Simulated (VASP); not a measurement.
# HfN (Fm-3m) in VASP: a series of runs, part 2 of 2

VASP 6.6.1. Earlier steps stand in the parts before.

**4. Single point, PBEsol**

This run uses another cell than the first one, of 11.41 Å³/atom, 0.994 times its volume.

Input file INCAR:

```
PREC = Accurate ; ENCUT = 520
EDIFF = 1E-7 ; ISMEAR = -1
SIGMA = 0.15 ; LREAL = False
LASPH = True ; NELM = 100
ALGO = Normal ; ISIF = 2
LWAVE = False ; LCHARG = True
GGA = PS ; LELF = True
LVHAR = True ; NBANDS = 14
```

Input file KPOINTS:

```
regular mesh
0
Gamma
  16 16 16
```

Input file POSCAR:

```
HfN
1.0
    0.0000000000      2.2511636249      2.2511636249
    2.2511636249      0.0000000000      2.2511636249
    2.2511636249      2.2511636249      0.0000000000
Hf N
1 1
Direct
    0.0000000000      0.0000000000      0.0000000000
    0.5000000000      0.5000000000      0.5000000000
```

Potentials or basis: VASP PAW PBE potentials, release 64 (Hf_pv, N).

Command:

```console
$ cat potpaw_PBE.64/Hf_pv/POTCAR potpaw_PBE.64/N/POTCAR > POTCAR
$ mpirun -np 1 vasp_std > vasp.out
```

OUTCAR:

```text
PREC = Accurate
   ENCUT = 520
   EDIFF = 1E-7
   ISMEAR = -1
   LREAL = False
   LASPH = True
   NELM = 100
   ISIF = 2
   GGA = PS

 ion  position               nearest neighbor table
   1  0.000  0.000  0.000-   2 2.25   2 2.25   2 2.25   2 2.25   2 2.25   2 2.25
   2  0.500  0.500  0.500-   1 2.25   1 2.25   1 2.25   1 2.25   1 2.25   1 2.25

  LATTYP: Found a face centered cubic cell.
 ALAT       =     4.5023272498

  Lattice vectors:

 A1 = (   0.0000000000,   2.2511636249,   2.2511636249)
 A2 = (   2.2511636249,   0.0000000000,   2.2511636249)
 A3 = (   2.2511636249,   2.2511636249,   0.0000000000)

Analysis of symmetry for initial positions (statically):
=====================================================================
 Subroutine PRICEL returns:
 Original cell was already a primitive cell.

 Routine SETGRP: Setting up the symmetry group for a
 face centered cubic supercell.

 Subroutine GETGRP returns: Found 48 space group operations
 (whereof 48 operations were pure point group operations)
 out of a pool of 48 trial point group operations.

The static configuration has the point symmetry O_h .

Analysis of symmetry for dynamics (positions and initial velocities):
=====================================================================
 Subroutine PRICEL returns:
 Original cell was already a primitive cell.

 Routine SETGRP: Setting up the symmetry group for a
 face centered cubic supercell.

 Subroutine GETGRP returns: Found 48 space group operations
 (whereof 48 operations were pure point group operations)
 out of a pool of 48 trial point group operations.

The dynamic configuration has the point symmetry O_h .

 Subroutine INISYM returns: Found 48 space group operations
 (whereof 48 operations are pure point group operations),
 and found     1 'primitive' translations

----------------------------------------------------------------------------------------

                                     Primitive cell

  volume of cell :      22.8166

  direct lattice vectors                    reciprocal lattice vectors
     0.000000000  2.251163625  2.251163625    -0.222107356  0.222107356  0.222107356
     2.251163625  0.000000000  2.251163625     0.222107356 -0.222107356  0.222107356
     2.251163625  2.251163625  0.000000000     0.222107356  0.222107356 -0.222107356

  length of vectors
     3.183626129  3.183626129  3.183626129     0.384701225  0.384701225  0.384701225

  position of ions in fractional coordinates (direct lattice)
     0.000000000  0.000000000  0.000000000
     0.500000000  0.500000000  0.500000000

  ion indices of the primitive-cell ions
   primitive index   ion index
                 1           1
                 2           2

----------------------------------------------------------------------------------------

 KPOINTS: regular mesh

Automatic generation of k-mesh.
 Grid dimensions read from file:
 generate k-points for:   16   16   16

 Generating k-lattice:

  Cartesian coordinates                     Fractional coordinates (reciprocal lattice)
    -0.013881710  0.013881710  0.013881710     0.062500000  0.000000000  0.000000000
[... 38 lines left out ...]
 -0.125000  0.062500  0.000000     24.000000
 -0.062500  0.062500  0.000000     12.000000
 [... further k-points ...]
   k-points           NKPTS =    145   k-points in BZ     NKDIM =    145   number of bands    NBANDS=     14
   number of dos      NEDOS =    301   number of ions     NIONS =      2
   total plane-waves  NPLWV =  13824
   dimension x,y,z NGX =    24 NGY =   24 NGZ =   24
   dimension x,y,z NGXF=    48 NGYF=   48 NGZF=   48
   ions per type =               1   1
   NGX,Y,Z   is equivalent  to a cutoff of  12.53, 12.53, 12.53 a.u.
   NGXF,Y,Z  is equivalent  to a cutoff of  25.07, 25.07, 25.07 a.u.
 SYSTEM =  unknown system
   PREC   = accura    normal or accurate (medium, high low for compatibility)
   ISTART =      0    job   : 0-new  1-cont  2-samecut
   ICHARG =      2    charge: 1-file 2-atom 10-const
   ISPIN  =      1    spin polarized calculation?
   LNONCOLLINEAR =      F non collinear calculations
   LSORBIT =      F    spin-orbit coupling
   LASPH  =      T    aspherical Exc in radial PAW
   ENCUT  =  520.0 eV  38.22 Ry    6.18 a.u.   5.92  5.92  5.92*2*pi/ulx,y,z
   NELM   =    100;   NELMIN=  2; NELMDL= -5     # of ELM steps
   EDIFF  = 0.1E-06   stopping-criterion for ELM
   LREAL  =      F    real-space projection
   EDIFFG = 0.1E-05   stopping-criterion for IOM
   NSW    =      0    number of steps for IOM
   IBRION =     -1    ionic relax: 0-MD 1-quasi-New 2-CG
   NFREE  =      0    steps in history (QN), initial steepest desc. (CG)
   ISIF   =      2    stress and relaxation
   ISYM   =      2    0-nonsym 1-usesym 2-fastsym
   POTIM  = 0.5000    time-step for ionic-motion
   TEBEG  =    0.0;   TEEND  =   0.0 temperature during run
   PSTRESS=    0.0 pullay stress
   NELECT =      15.0000    total number of electrons
   NUPDOWN=      -1.0000    fix difference up-down
   EMIN   =  10.00;   EMAX   =-10.00  energy-range for DOS
   EFERMI =   0.00;   METHOD = LEGACY
   ISMEAR =    -1;   SIGMA  =   0.15  broadening in eV -4-tet -1-fermi 0-gaus
   EFERMI_NEDOS =   21; number of points for ismear=-14 and -15
   IALGO  =     38    algorithm
   IMIX   =      4    mixing-type and parameters
     AMIX     =   0.40;   BMIX     =  1.00
     AMIX_MAG =   1.60;   BMIX_MAG =  1.00
  volume/ion in A,a.u.               =      11.41        76.99
  Fermi-wavevector in a.u.,A,eV,Ry     =   1.423491  2.690009 27.569864  2.026328
  Thomas-Fermi vector in A             =   2.544083
   LORBIT       =      0    0 simple, 1 ext, 2 COOP (PROOUT), +10 PAW based schemes
   GGA     = PS    functional components
   LHFCALC =     F    Hartree Fock is set to
   AEXX    =    0.0000 exact exchange contribution
   IVDW    =     0    specifies the selected vdW correction
   LEPSILON=     F    determine dielectric tensor
   LRPA    =     F    only Hartree local field effects (RPA)
 non-spin polarized calculation
  energy-cutoff  :      520.00
  volume of cell :       22.82
 maximum number of plane-waves:       636
   NGX = 11   NGY = 11   NGZ = 11

 number of electron      15.0000001 magnetization

 Free energy of the ion-electron system (eV)
  ---------------------------------------------------
  ext. energy  EPLUGINS =         0.00000000
  ---------------------------------------------------
  free energy    TOTEN  =       -23.01445220 eV

  energy without entropy =      -22.97165497  energy(sigma->0) =      -22.99305358

 E-fermi :   8.2876     XC(G=0): -12.9483

 val. band max:        8.2864734834   @ k =   0.3750   0.1250   0.0000
 cond. band min:       8.2916868431   @ k =   0.0625   0.0625   0.0000
 fundamental gap:      0.0052133597
 Fermi energy:         8.2876283963

 k-point     1 :       0.0000    0.0000    0.0000
  band No.  band energies     occupation
      1     -22.7260      2.00000
      2     -22.7260      2.00000
      3     -22.7260      2.00000
      4      -9.2093      2.00000
      5       5.2951      2.00000
      6       5.2951      2.00000
      7       5.2951      2.00000
      8       7.9149      1.84615
      9       7.9149      1.84615
     10       7.9149      1.84615
     11      10.2034      0.00001
     12      10.2613      0.00000
     13      10.2613      0.00000
     14      17.8549      0.00000
[... 377 lines left out ...]
      1     -22.8276      2.00000
      2     -22.7514      2.00000
      3     -22.7280      2.00000
      4      -8.9646      2.00000
      5       4.2589      2.00000
      6       4.6109      2.00000
      7       4.9313      2.00000
      8       8.0903      1.57683
      9       8.0919      1.57332
     10       8.5442      0.30625
     11      10.3960      0.00000
     12      11.2158      0.00000
     13      11.3243      0.00000
     14      18.6648      0.00000

 [... further k-points ...]

------------------------ aborting loop because EDIFF is reached ----------------------------------------

  FORCE on cell =-STRESS in cart. coord.  units (eV):
  Direction    XX          YY          ZZ          XY          YZ          ZX
  --------------------------------------------------------------------------------------
  -------------------------------------------------------------------------------------
  Total       -0.3086412     -0.3086412     -0.3086412      0.0000000      0.0000000      0.0000000
  in kB      -21.6727148    -21.6727148    -21.6727148      0.0000000      0.0000000      0.0000000
  external PRESSURE =     -21.6727148 kB  Pullay stress =       0.0000000 kB

 VOLUME and BASIS-vectors are now :
 -----------------------------------------------------------------------------
  energy-cutoff  :      520.00
  volume of cell :       22.82
      direct lattice vectors                 reciprocal lattice vectors
     0.000000000  2.251163625  2.251163625    -0.222107356  0.222107356  0.222107356
     2.251163625  0.000000000  2.251163625     0.222107356 -0.222107356  0.222107356
     2.251163625  2.251163625  0.000000000     0.222107356  0.222107356 -0.222107356

 POSITION                                       TOTAL-FORCE (eV/Angst)
 -----------------------------------------------------------------------------------
      0.00000      0.00000      0.00000        -0.000000     -0.000000     -0.000000
      2.25116      2.25116      2.25116         0.000000      0.000000      0.000000
 -----------------------------------------------------------------------------------
    total drift:                                0.000000     -0.000000     -0.000000

  FREE ENERGIE OF THE ION-ELECTRON SYSTEM (eV)
  ---------------------------------------------------
  free  energy   TOTEN  =       -23.0144521951 eV

  energy  without entropy=      -22.9716549654  energy(sigma->0) =      -22.99305358
```

Wall time 13 s (1 thread of Intel Xeon 6975P-C (Granite Rapids), shared host); peak memory 0.17 GiB.

What came out:

- Free energy: -23.0145 eV
- Pressure: -2.2 GPa

Caveat: the PAW data sets were made with another functional, which shifts forces and pressure a little; spin-orbit coupling is left out, which moves the levels of the heavy elements.

**5. Relaxation of cell and atoms, PBEsol**

This run uses another cell than the first one, of 11.40 Å³/atom, 0.993 times its volume.

Input file INCAR:

```
  ALGO = Normal
  EDIFF = 1E-6
  EDIFFG = -0.001
  ENCUT = 600
  GGA = PS
  IBRION = 2
  ISIF = 3
  ISMEAR = -1
  LASPH = True
  LCHARG = False
  LREAL = False
  LWAVE = False
  NELM = 80
  NSW = 80
  PREC = Accurate
  SIGMA = 0.15
```

Input file KPOINTS:

```
k-points
0
Gamma
  16 16 16
```

Input file POSCAR:

```
HfN
1.0
    0.0000000000      2.2508709350      2.2508709350
    2.2508709350      0.0000000000      2.2508709350
    2.2508709350      2.2508709350      0.0000000000
Hf N
1 1
Direct
    0.0000000000      0.0000000000      0.0000000000
    0.5000000000      0.5000000000      0.5000000000
```

Command:

```console
$ cat potpaw_PBE.64/Hf_pv/POTCAR potpaw_PBE.64/N/POTCAR > POTCAR
$ mpirun -np 1 vasp_std > vasp.out
```

Wall time 43 s (1 thread of Intel Xeon 6975P-C (Granite Rapids), shared host); peak memory 0.2 GiB.

It converged, with:

* Free energy: -23.0178 eV
* Relaxed volume: 11.32 Å³/atom
* Relaxed cell: a = 3.175 Å, b = 3.175 Å, c = 3.175 Å, α = 60.00°, β = 60.00°, γ = 60.00°
* Space group after relaxing (to 0.05 Å): Fm-3m (No. 225)
* Energy gained by relaxing: 0.6 meV/atom
* Ionic steps: 3
* Pressure after relaxing: 0.0 GPa

Step by step:
| step | energy change (eV) | largest force (eV/Å) | pressure (GPa) | volume (Å³) |
| --- | --- | --- | --- | --- |
| 1 | 0.0000 | 0.0000 | -2.17 | 22.81 |
| 2 | 0.0034 | 0.0000 | 4.46 | 22.30 |
| 3 | -0.0012 | 0.0000 | -0.01 | 22.64 |

Final structure:
```
CELL_PARAMETERS angstrom
0.00000 2.24522 2.24522
2.24522 0.00000 2.24522
2.24522 2.24522 0.00000
ATOMIC_POSITIONS crystal
Hf 0.00000 0.00000 0.00000
N 0.50000 0.50000 0.50000
```

Levels at points of the mesh, in eV from the Fermi level:
```tsv
k point	band 5	band 6	band 7	band 8	band 9	band 10	band 11
(0.00, 0.00, 0.00)	-3.00	-3.00	-3.00	-0.38	-0.38	-0.38	1.99
(0.50, 0.00, 0.00)	-9.01	-6.27	-6.27	3.38	3.81	3.81	4.51
(0.50, 0.50, 0.00)	-5.38	-3.92	-3.66	-3.66	4.19	5.70	5.76
```

Caveat: the PAW data sets were made with another functional, which shifts forces and pressure a little; spin-orbit coupling is left out, which moves the levels of the heavy elements.

**6. Summary**

```tsv
task	cell	k mesh	cutoff (eV)	smearing	gap on the mesh (eV)	pressure (GPa)
single point	a = 3.190 Å, angles 60.0°, 2 atoms	8 × 8 × 8	520	gaussian 0.1 eV	none	-3.9
single point	a = 3.183 Å, angles 60.0°, 2 atoms	16 × 16 × 16	520	gaussian 0.1 eV	none	-2.2
single point	a = 3.184 Å, angles 60.0°, 2 atoms	16 × 16 × 16	520	fermi-dirac 0.15 eV	none	-2.2
relaxation of cell and atoms	relaxed from a = 3.183 Å, angles 60.0°, 2 atoms	16 × 16 × 16	600	fermi-dirac 0.15 eV	none	0.0
```

Alike in all rows: level PBEsol; potentials or basis VASP PAW PBE potentials, release 64 (Hf_pv, N); no spin polarisation.

Caveats: the PAW data sets were made with another functional, which shifts forces and pressure a little; spin-orbit coupling is left out, which moves the levels of the heavy elements.

Total energies depend on the potentials used, so only differences within one code and one set of settings carry meaning.
